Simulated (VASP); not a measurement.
Set up this calculation in VASP 6.6.1, as the native input.

```yaml
Task: single point
Functional: r2SCAN
Potentials_or_basis: VASP PAW PBE potentials, release 64 (C)
Cutoff: 520 eV
k_mesh: 8 × 8 × 8
Occupations: gaussian, width 0.02 eV
Spin: no spin polarisation
Dipole_correction: no
Further_INCAR_settings: ALGO = Normal; EDIFF = 1e-07; NBANDS = 26
```

The system is C.

```xyz
8
Lattice="-2.4291 2.4291 2.4291 2.4291 -2.4291 2.4291 2.4291 2.4291 -2.4291" Properties=species:S:1:pos:R:3 pbc="T T T"
C    -0.7906    0.7906    0.7906
C     1.6385    1.6385    1.6385
C     0.7906   -0.7906    0.7906
C     0.7906    0.7906   -0.7906
C     1.6385   -1.6385    1.6385
C     0.7906    0.7906    0.7906
C    -1.6385    1.6385    1.6385
C     1.6385    1.6385   -1.6385
```

These files were run (other wordings do the same):

POSCAR

```
C
1.0
   -2.4291088790      2.4291088790      2.4291088790
    2.4291088790     -2.4291088790      2.4291088790
    2.4291088790      2.4291088790     -2.4291088790
C
8
Direct
    0.3254551601      0.0000000000      0.0000000000
    0.6745448399      0.6745448399      0.6745448399
    0.0000000000      0.3254551601      0.0000000000
    0.0000000000      0.0000000000      0.3254551601
    0.0000000000      0.6745448399      0.0000000000
    0.3254551601      0.3254551601      0.3254551601
    0.6745448399      0.0000000000      0.0000000000
    0.0000000000      0.0000000000      0.6745448399
```

INCAR.step1

```
SYSTEM = C
  PREC = Accurate
  ENCUT = 520
  ISMEAR = 0
  SIGMA = 0.02
  LREAL = .FALSE.
  LASPH = .TRUE.
  NELM = 80
  NBANDS = 26
  GGA = PE
  ALGO = Normal
  EDIFF = 1E-4
  LWAVE = .TRUE.
  LCHARG = .FALSE.
```

INCAR.step2

```
SYSTEM = C
  PREC = Accurate
  ENCUT = 520
  EDIFF = 1E-7
  ISMEAR = 0
  SIGMA = 0.02
  LREAL = .FALSE.
  LASPH = .TRUE.
  NELM = 80
  ALGO = Normal
  ISIF = 2
  LWAVE = .FALSE.
  LCHARG = .FALSE.
  METAGGA = R2SCAN
  LMIXTAU = .TRUE.
  NBANDS = 26
  ISTART = 1
```

KPOINTS

```
Automatic mesh
0
G
  8 8 8
  0 0 0
```

Potentials or basis: VASP PAW PBE potentials, release 64 (C).

Run with:

```console
$ cat potpaw_PBE.64/C/POTCAR > POTCAR
$ cp INCAR.step1 INCAR
$ mpirun -np 1 vasp_std > vasp.out
$ cp INCAR.step2 INCAR
$ mpirun -np 1 vasp_std > vasp.out
```

Results of the run:

| Property | Result |
| --- | --- |
| Pressure | 0.9 GPa |
| Largest force | 0.050 eV/Å |
| Band gap on the k mesh | 3.17 eV, indirect (least direct gap 4.12 eV) |

Caveat: the PAW data sets were made with another functional, which shifts forces and pressure a little.

Run time: 100 s on 1 thread of Intel Xeon 6975P-C, with other jobs on the host, peak memory 0.19 GiB.
